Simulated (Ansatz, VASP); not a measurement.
# One calculation of LiF, two programs

Contents of INCAR:

```
SYSTEM = LiF
  ALGO = Normal
  EDIFF = 1E-6
  ENCUT = 520
  GGA = PE
  ISIF = 2
  ISMEAR = 0
  LASPH = .True.
  LCHARG = .False.
  LREAL = .False.
  LWAVE = .False.
  NBANDS = 18
  NELM = 100
  PREC = Accurate
  SIGMA = 0.05
```

KPOINTS

```
k-points
0
Gamma
  9 9 6
  0 0 0
```

Contents of POSCAR:

```
LiF
1.0
    3.1094393350      0.0000000000      0.0000000000
   -1.5547196675      2.6928534557      0.0000000000
    0.0000000000      0.0000000000      4.9539587486
Li F
2 2
Direct
    0.3333333333      0.6666666667      0.4320721835
    0.6666666667      0.3333333333      0.9320721835
    0.3333333333      0.6666666667      0.9939266766
    0.6666666667      0.3333333333      0.4939266766
```

Input for Ansatz:

```yaml
crystal:
  lattice:
    - [3.109439335, 0.0, 0.0]
    - [-1.5547196675, 2.6928534557, 0.0]
    - [0.0, 0.0, 4.9539587486]
  atoms:
    - { symbol: Li, position: [0.3333333333, 0.6666666667, 0.4320721835] }
    - { symbol: Li, position: [0.6666666667, 0.3333333333, 0.9320721835] }
    - { symbol: F, position: [0.3333333333, 0.6666666667, 0.9939266766] }
    - { symbol: F, position: [0.6666666667, 0.3333333333, 0.4939266766] }
basis:
  ecutwfc: 520.0
kpoints:
  mp_grid: { grid: [9, 9, 6] }
hamiltonian:
  xc: pbe
scf:
  occupations: { method: gaussian, width: 0.05 }
output:
  forces: true
  stress: true
  eigenvalues: true
```

Alike in both runs: task single point; functional PBE; k mesh 9 × 9 × 6; occupations gaussian, width 0.05 eV; no spin polarisation.

|  | VASP | Ansatz |
| --- | --- | --- |
| version | VASP 6.6.1 | Ansatz 0.2.0 |
| potentials or method | VASP PAW PBE potentials, release 64 (Li_sv, F), cutoff 520 eV | scalar-relativistic, plane waves, PAW |
| valence electrons in the cell | 20 | 20 |

```tsv
	VASP	Ansatz	Ansatz less VASP
gap on the k mesh at the Fermi level (eV)	7.39	7.40	+0.013
least direct gap on the mesh (eV)	7.39	7.40	+0.013
rms of the force components (eV/Å)	0.165	0.158	-0.0070
```

Atom by atom the forces differ by 0.007 eV/Å (rms over components). With one functional, cell and mesh, what is left measures potentials, basis and numerics.

Noted on VASP's run: the cutoff is short for stress, so the pressure is rough.
